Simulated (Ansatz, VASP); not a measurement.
Two plane-wave programs on Ti

Contents of INCAR:

```
PREC     = Accurate       # precision mode
ENCUT    = 520            # plane-wave cutoff, eV
EDIFF    = 1E-6           # SCF threshold, eV
ISMEAR   = -1             # smearing method
SIGMA    = 0.6            # smearing width, eV
LREAL    = False          # projectors in reciprocal space
LASPH    = True           # aspherical terms in the spheres
NELM     = 80             # most SCF steps
ALGO     = Normal         # electronic algorithm
ISIF     = 2              # what is computed and relaxed
LWAVE    = False          # write WAVECAR
LCHARG   = False          # write CHGCAR
NBANDS   = 19             # bands
```

File KPOINTS:

```
regular mesh
0
Gamma
  13 13 7
```

File POSCAR:

```
Ti
1.0
    2.8638698861      0.0000000000      0.0000000000
   -1.4319349430      2.4801840745      0.0000000000
    0.0000000000      0.0000000000      4.5399943151
Ti
2
Direct
    0.3333333333      0.6666666667      0.2500000000
    0.6666666667      0.3333333333      0.7500000000
```

Input for Ansatz:

```yaml
crystal:
  lattice:
    - [2.8638698861, 0.0, 0.0]
    - [-1.431934943, 2.4801840745, 0.0]
    - [0.0, 0.0, 4.5399943151]
  atoms:
    - { symbol: Ti, position: [0.3333333333, 0.6666666667, 0.25] }
    - { symbol: Ti, position: [0.6666666667, 0.3333333333, 0.75] }
hamiltonian:
  xc: lda
  pseudopotentials:
    kind: paw
    azcp:
      Ti: "pseudopotentials/Ti.paw.azcp"
basis:
  ecutwfc: 420
  fft_grid_basis: typed
kpoints:
  mp_grid: { grid: [13, 13, 7], shift: [0, 0, 0] }
magnetization:
  spin_polarized: false
scf:
  occupations: { method: fermi_dirac, width: 0.6 }
  lower_state_search: "off"
output:
  stress: true
```

Alike in both runs: task single point; functional LDA; k mesh 13 × 13 × 7; occupations fermi-dirac, width 0.6 eV; no spin polarisation.

|  | VASP | Ansatz |
| --- | --- | --- |
| version | VASP 6.6.1 | Ansatz 0.2.0 |
| potentials or method | VASP PAW LDA potentials, release 64 (Ti_sv), cutoff 520 eV | plane waves (420 eV) with PAW, scalar-relativistic |
| valence electrons in the cell | 24 | 24 |

|  | VASP | Ansatz | Ansatz less VASP |
| --- | --- | --- | --- |
| pressure (GPa) | 8.1 | 8.2 | +0.11 |
| traceless stress, the component that is largest in VASP (GPa) | 1.87 | 1.87 | -0.001 |

Ansatz warns that its potentials were made for another functional, while VASP's fit it. LDA's correlation is that of Perdew and Zunger in VASP and of Perdew and Wang (1992) in Ansatz.
